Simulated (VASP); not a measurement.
# C in VASP: single point with PBEsol+D3(BJ)

Aim: the single point of C with PBEsol+D3(BJ).

Everything below comes from runs of VASP 6.6.1. Logs are shortened: lines on timing, memory, paths and dates and some standing lists are left out, and cuts for length are marked.

## 1. The cell of the first run

The cell holds a sheet with vacuum, 2 atoms: a = 2.459 Å, b = 2.459 Å, c = 23.800 Å, α = 90.00°, β = 90.00°, γ = 120.00°.

## 2. Single point, PBEsol+D3(BJ)

INCAR

```
SYSTEM = C
PREC = Accurate
ENCUT = 520
EDIFF = 1E-6
ISMEAR = 0
SIGMA = 0.03
LREAL = .False.
LASPH = .True.
NELM = 120
ALGO = Normal
ISIF = 2
LWAVE = .False.
LCHARG = .True.
LDIPOL = .True.
IDIPOL = 3
DIPOL = 0.5 0.5 0.294
GGA = PS
IVDW = 12
LELF = .True.
LVHAR = .True.
LVACPOTAV = .True.
NBANDS = 11
GGA_COMPAT = .False.
NELMDL = -8
```

KPOINTS

```
regular mesh
0
Gamma
  18 18 1
  0 0 0
```

POSCAR

```
C
1.0
    2.4585560059      0.0000000000      0.0000000000
   -1.2292780029      2.1291719577      0.0000000000
    0.0000000000      0.0000000000     23.8000000000
C
2
Direct
    0.3333333333      0.6666666667      0.2941176471
    0.6666666667      0.3333333333      0.2941176471
```

Potentials or basis: VASP PAW PBE potentials, release 64 (C).

Command:

```sh
> cat potpaw_PBE.64/C/POTCAR > POTCAR
> mpirun -np 1 vasp_std > vasp.out
```

OUTCAR:

```text
SYSTEM = C
   PREC = Accurate
   ENCUT = 520
   EDIFF = 1E-6
   ISMEAR = 0
   LREAL = .False.
   LASPH = .True.
   NELM = 120
   ISIF = 2
   GGA = PS
   IVDW = 12
   NELMDL = -8
 IVDW          = 12

 ion  position               nearest neighbor table
   1  0.333  0.667  0.294-   2 1.42   2 1.42   2 1.42
   2  0.667  0.333  0.294-   1 1.42   1 1.42   1 1.42

  LATTYP: Found a hexagonal cell.
 ALAT       =     2.4585560059
 C/A-ratio  =     9.6804790873

  Lattice vectors:

 A1 = (   2.4585560059,   0.0000000000,   0.0000000000)
 A2 = (  -1.2292780029,   2.1291719577,   0.0000000000)
 A3 = (   0.0000000000,   0.0000000000,  23.8000000000)

Analysis of symmetry for initial positions (statically):
=====================================================================
 Subroutine PRICEL returns:
 Original cell was already a primitive cell.

 Routine SETGRP: Setting up the symmetry group for a
 hexagonal supercell.

 Subroutine GETGRP returns: Found 24 space group operations
 (whereof 12 operations were pure point group operations)
 out of a pool of 24 trial point group operations.

The static configuration has the point symmetry C_6v.
 The point group associated with its full space group is D_6h.

Analysis of symmetry for dynamics (positions and initial velocities):
=====================================================================
 Subroutine PRICEL returns:
 Original cell was already a primitive cell.

 Routine SETGRP: Setting up the symmetry group for a
 hexagonal supercell.

 Subroutine GETGRP returns: Found 24 space group operations
 (whereof 12 operations were pure point group operations)
 out of a pool of 24 trial point group operations.

The dynamic configuration has the point symmetry C_6v.
 The point group associated with its full space group is D_6h.

 Subroutine INISYM returns: Found 24 space group operations
 (whereof 12 operations are pure point group operations),
 and found     1 'primitive' translations

----------------------------------------------------------------------------------------

                                     Primitive cell

  volume of cell :     124.5856

  direct lattice vectors                    reciprocal lattice vectors
     2.458556006  0.000000000  0.000000000     0.406742819  0.234833076  0.000000000
    -1.229278003  2.129171958  0.000000000     0.000000000  0.469666152  0.000000000
     0.000000000  0.000000000 23.800000000     0.000000000  0.000000000  0.042016807

  length of vectors
     2.458556006  2.458556006 23.800000000     0.469666152  0.469666152  0.042016807

  position of ions in fractional coordinates (direct lattice)
     0.333333333  0.666666667  0.294117647
     0.666666667  0.333333333  0.294117647

  ion indices of the primitive-cell ions
   primitive index   ion index
                 1           1
                 2           2

----------------------------------------------------------------------------------------

 KPOINTS: regular mesh

Automatic generation of k-mesh.
 Grid dimensions read from file:
 generate k-points for:   18   18    1

 Generating k-lattice:

  Cartesian coordinates                     Fractional coordinates (reciprocal lattice)
     0.022596823  0.013046282  0.000000000     0.055555556 -0.000000000  0.000000000
     0.000000000  0.026092564  0.000000000     0.000000000  0.055555556  0.000000000
     0.000000000  0.000000000  0.042016807     0.000000000  0.000000000  1.000000000

  Length of vectors
     0.026092564  0.026092564  0.042016807

  Shift w.r.t. Gamma in fractional coordinates (k-lattice)
     0.000000000  0.000000000  0.000000000

 Subroutine IBZKPT returns following result:
 ===========================================

 Found     37 irreducible k-points:

 Following reciprocal coordinates:
            Coordinates               Weight
  0.000000  0.000000  0.000000      1.000000
  0.055556  0.000000  0.000000      6.000000
  0.111111  0.000000  0.000000      6.000000
  0.166667  0.000000  0.000000      6.000000
  0.222222  0.000000  0.000000      6.000000
  0.277778  0.000000  0.000000      6.000000
[... 16 lines left out ...]
  0.333333  0.111111  0.000000     12.000000
  0.388889  0.111111  0.000000     12.000000
 [... further k-points ...]
   k-points           NKPTS =     37   k-points in BZ     NKDIM =     37   number of bands    NBANDS=     11
   number of dos      NEDOS =    301   number of ions     NIONS =      2
   total plane-waves  NPLWV =  58320
   dimension x,y,z NGX =    18 NGY =   18 NGZ =  180
   dimension x,y,z NGXF=    36 NGYF=   36 NGZF=  360
   ions per type =               2
   NGX,Y,Z   is equivalent  to a cutoff of  12.17, 12.17, 12.57 a.u.
   NGXF,Y,Z  is equivalent  to a cutoff of  24.34, 24.34, 25.15 a.u.
 SYSTEM =  C
   PREC   = accura    normal or accurate (medium, high low for compatibility)
   ISTART =      0    job   : 0-new  1-cont  2-samecut
   ICHARG =      2    charge: 1-file 2-atom 10-const
   ISPIN  =      1    spin polarized calculation?
   LNONCOLLINEAR =      F non collinear calculations
   LSORBIT =      F    spin-orbit coupling
   LASPH  =      T    aspherical Exc in radial PAW
   ENCUT  =  520.0 eV  38.22 Ry    6.18 a.u.   4.57  4.57 44.25*2*pi/ulx,y,z
   NELM   =    120;   NELMIN=  2; NELMDL= -8     # of ELM steps
   EDIFF  = 0.1E-05   stopping-criterion for ELM
   LREAL  =      F    real-space projection
   EDIFFG = 0.1E-04   stopping-criterion for IOM
   NSW    =      0    number of steps for IOM
   IBRION =     -1    ionic relax: 0-MD 1-quasi-New 2-CG
   NFREE  =      0    steps in history (QN), initial steepest desc. (CG)
   ISIF   =      2    stress and relaxation
   ISYM   =      2    0-nonsym 1-usesym 2-fastsym
   POTIM  = 0.5000    time-step for ionic-motion
   TEBEG  =    0.0;   TEEND  =   0.0 temperature during run
   PSTRESS=    0.0 pullay stress
   NELECT =       8.0000    total number of electrons
   NUPDOWN=      -1.0000    fix difference up-down
   EMIN   =  10.00;   EMAX   =-10.00  energy-range for DOS
   EFERMI =   0.00;   METHOD = LEGACY
   ISMEAR =     0;   SIGMA  =   0.03  broadening in eV -4-tet -1-fermi 0-gaus
   EFERMI_NEDOS =   21; number of points for ismear=-14 and -15
   IALGO  =     38    algorithm
   IMIX   =      4    mixing-type and parameters
     AMIX     =   0.40;   BMIX     =  1.00
     AMIX_MAG =   1.60;   BMIX_MAG =  1.00
  volume/ion in A,a.u.               =      62.29       420.37
  Fermi-wavevector in a.u.,A,eV,Ry     =   0.655565  1.238838  5.847309  0.429765
  Thomas-Fermi vector in A             =   1.726480
   LORBIT       =      0    0 simple, 1 ext, 2 COOP (PROOUT), +10 PAW based schemes
   GGA     = PS    functional components
   LHFCALC =     F    Hartree Fock is set to
   AEXX    =    0.0000 exact exchange contribution
   IVDW    =    12    specifies the selected vdW correction
   LEPSILON=     F    determine dielectric tensor
   LRPA    =     F    only Hartree local field effects (RPA)
 non-spin polarized calculation
 Gauss-broadening in eV      SIGMA  =   0.03
  energy-cutoff  :      520.00
  volume of cell :      124.59
 maximum number of plane-waves:      3406
   NGX =  9   NGY =  9   NGZ = 89

 dipolmoment           0.000000      0.000000     -0.000000 electrons x Angstroem

 number of electron       7.9999997 magnetization

 dipolmoment           0.000000      0.000000      0.000002 electrons x Angstroem

 Free energy of the ion-electron system (eV)
  ---------------------------------------------------
  ext. energy  EPLUGINS =         0.00000000
  ---------------------------------------------------
  free energy    TOTEN  =       -19.28207963 eV

  energy without entropy =      -19.28187067  energy(sigma->0) =      -19.28197515

 E-fermi :  -3.0339     XC(G=0):  -1.8289

 val. band max:       -3.0339367633   @ k =   0.3333   0.3333   0.0000
 cond. band min:      -3.0339367584   @ k =   0.3333   0.3333   0.0000
 fundamental gap:      0.0000000049
 Fermi energy:        -3.0339367607

 k-point     1 :       0.0000    0.0000    0.0000
  band No.  band energies     occupation
      1     -22.5908      2.00000
      2     -10.7439      2.00000
      3      -6.0367      2.00000
      4      -6.0367      2.00000
      5       0.3420      0.00000
      6       1.1172      0.00000
      7       1.3453      0.00000
      8       1.9500      0.00000
      9       2.2831      0.00000
     10       3.4048      0.00000
     11       3.8362      0.00000

 k-point     2 :       0.0556    0.0000    0.0000
  band No.  band energies     occupation
      1     -22.5175      2.00000
      2     -10.6558      2.00000
      3      -6.3353      2.00000
      4      -6.1960      2.00000
      5       0.4413      0.00000
      6       1.2184      0.00000
      7       1.4475      0.00000
      8       2.0516      0.00000
      9       2.3845      0.00000
     10       3.5057      0.00000
     11       3.9363      0.00000

 k-point     3 :       0.1111    0.0000    0.0000
  band No.  band energies     occupation
      1     -22.2977      2.00000
      2     -10.3927      2.00000
      3      -7.1558      2.00000
      4      -6.6185      2.00000
      5       0.7394      0.00000
      6       1.5215      0.00000
      7       1.7542      0.00000
      8       2.3561      0.00000
      9       2.6888      0.00000
     10       3.8082      0.00000
     11       4.2365      0.00000

 k-point     4 :       0.1667    0.0000    0.0000
  band No.  band energies     occupation
      1     -21.9325      2.00000
      2      -9.9577      2.00000
      3      -8.3351      2.00000
      4      -7.1862      2.00000
      5       1.2362      0.00000
      6       2.0259      0.00000
      7       2.2654      0.00000
      8       2.8632      0.00000
      9       3.1957      0.00000
     10       4.3108      0.00000
     11       4.7317      0.00000

 k-point     5 :       0.2222    0.0000    0.0000
  band No.  band energies     occupation
      1     -21.4238      2.00000
      2      -9.7164      2.00000
      3      -9.3570      2.00000
      4      -7.7885      2.00000
      5       1.9307      0.00000
      6       2.7283      0.00000
      7       2.9809      0.00000
      8       3.5698      0.00000
      9       3.9042      0.00000
     10       4.9364      0.00000
     11       5.1251      0.00000
[... 211 lines left out ...]
 k-point    21 :       0.2222    0.1111    0.0000
  band No.  band energies     occupation
      1     -20.5600      2.00000
      2     -11.1737      2.00000
      3      -9.1808      2.00000
      4      -8.3507      2.00000
      5       3.1209      0.00000
      6       3.1834      0.00000
      7       3.9473      0.00000
      8       4.2077      0.00000
      9       4.7889      0.00000
     10       5.1211      0.00000
     11       6.1090      0.00000

 k-point    22 :       0.2778    0.1111    0.0000
  band No.  band energies     occupation
      1     -19.7783      2.00000
      2     -12.5685      2.00000
      3      -9.6938      2.00000
      4      -7.4685      2.00000
      5       1.7259      0.00000
      6       4.2040      0.00000
      7       5.0384      0.00000
      8       5.3313      0.00000
      9       5.8972      0.00000
     10       5.9386      0.00000
     11       6.2603      0.00000

 k-point    23 :       0.3333    0.1111    0.0000
  band No.  band energies     occupation
      1     -18.8713      2.00000
      2     -13.9535      2.00000
      3     -10.0658      2.00000
      4      -6.5035      2.00000
      5       0.3022      0.00000
      6       5.4505      0.00000
      7       5.8236      0.00000
      8       6.3196      0.00000
      9       6.6621      0.00000
     10       7.1998      0.00000
     11       7.5610      0.00000

 k-point    24 :       0.3889    0.1111    0.0000
  band No.  band energies     occupation
      1     -17.8665      2.00000
      2     -15.2592      2.00000
      3     -10.2914      2.00000
      4      -5.5928      2.00000
      5      -0.9021      0.00000
      6       5.6724      0.00000
      7       6.9499      0.00000
      8       7.7533      0.00000
      9       8.1939      0.00000
     10       8.6778      0.00000
     11       9.0725      0.00000

 [... further k-points ...]

------------------------ aborting loop because EDIFF is reached ----------------------------------------

 Edisp (eV)   -0.09822

 E8    (eV) :    -0.0505

  FORCE on cell =-STRESS in cart. coord.  units (eV):
  Direction    XX          YY          ZZ          XY          YZ          ZX
  --------------------------------------------------------------------------------------
  -------------------------------------------------------------------------------------
  Total       0.11220     0.11220    -0.01065     0.00000     0.00000     0.00000
  in kB       1.44284     1.44284    -0.13690     0.00000     0.00000     0.00000
  external pressure =        0.92 kB  Pullay stress =        0.00 kB

 VOLUME and BASIS-vectors are now :
 -----------------------------------------------------------------------------
  energy-cutoff  :      520.00
  volume of cell :      124.59
      direct lattice vectors                 reciprocal lattice vectors
     2.458556006  0.000000000  0.000000000     0.406742819  0.234833076  0.000000000
    -1.229278003  2.129171958  0.000000000     0.000000000  0.469666152  0.000000000
     0.000000000  0.000000000 23.800000000     0.000000000  0.000000000  0.042016807

 POSITION                                       TOTAL-FORCE (eV/Angst)
 -----------------------------------------------------------------------------------
     -0.00000      1.41945      7.00000         0.000000      0.000000      0.000000
      1.22928      0.70972      7.00000        -0.000000      0.000000      0.000000
 -----------------------------------------------------------------------------------
    total drift:                                0.000000      0.000000      0.000019

  FREE ENERGIE OF THE ION-ELECTRON SYSTEM (eV)
  ---------------------------------------------------
  free  energy   TOTEN  =       -19.3802959981 eV

  energy  without entropy=      -19.3800870390  energy(sigma->0) =      -19.38019152

 vacuum level on the upper side and lower side of the slab         1.271         1.271
```

It took 1.7 min on 1 thread of Intel Xeon 8259CL, shared host; peak memory 0.24 GiB.

What came out:

```
Free energy                : -19.3803 eV
Band gap on the k mesh     : zero (filled and empty bands touch)
Dispersion energy per atom : -0.049 eV
```

Levels at points of the mesh, in eV from the Fermi level:
| k point | band 2 | band 3 | band 4 | band 5 | band 6 | band 7 |
| --- | --- | --- | --- | --- | --- | --- |
| (0.00, 0.00, 0.00) | -7.71 | -3.00 | -3.00 | 3.38 | 4.15 | 4.38 |
| (0.50, 0.00, 0.00) | -13.30 | -6.43 | -2.38 | 1.66 | 7.43 | 11.26 |

Caveat: the PAW data sets were made with another functional, which shifts forces and pressure a little.
